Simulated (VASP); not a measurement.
A run of VASP 6.6.1:

Contents of INCAR:

```
SYSTEM = Bi
PREC = Accurate
ENCUT = 520
EDIFF = 1E-8
ISMEAR = -1
SIGMA = 0.05
LREAL = .FALSE.
LASPH = .TRUE.
NELM = 60
ALGO = Normal
ISIF = 2
LWAVE = .FALSE.
LCHARG = .FALSE.
GGA = PE
NBANDS = 22
IBRION = 8
NSW = 1
```

Contents of KPOINTS:

```
regular mesh
0
G
  6 6 8
  0 0 0
```

POSCAR

```
Bi
1.0
    3.4885980000     -3.1325780000      0.0000000000
    3.4885980000      3.1325780000      0.0000000000
   -1.2602350000      0.0000000000      3.1135500000
Bi
2
Direct
    0.7530610000      0.7530610000      0.8573820000
    0.2469390000      0.2469390000      0.1426180000
```

Potentials or basis: VASP PAW PBE potentials, release 64 (Bi_d).

Launch:

```sh
$ cat potpaw_PBE.64/Bi_d/POTCAR > POTCAR
$ mpirun -np 1 vasp_std > vasp.out
```

Hardware: 1 thread of Intel(R) Xeon(R) 6975P-C (Granite Rapids) (shared host).

**Question.** How long does it take, and how much memory?

**Answer.** It took 5.3 min on 1 thread of Intel(R) Xeon(R) 6975P-C (Granite Rapids) (shared host), peak memory 0.5 GiB. Counts: scf iterations 57, k points 89.
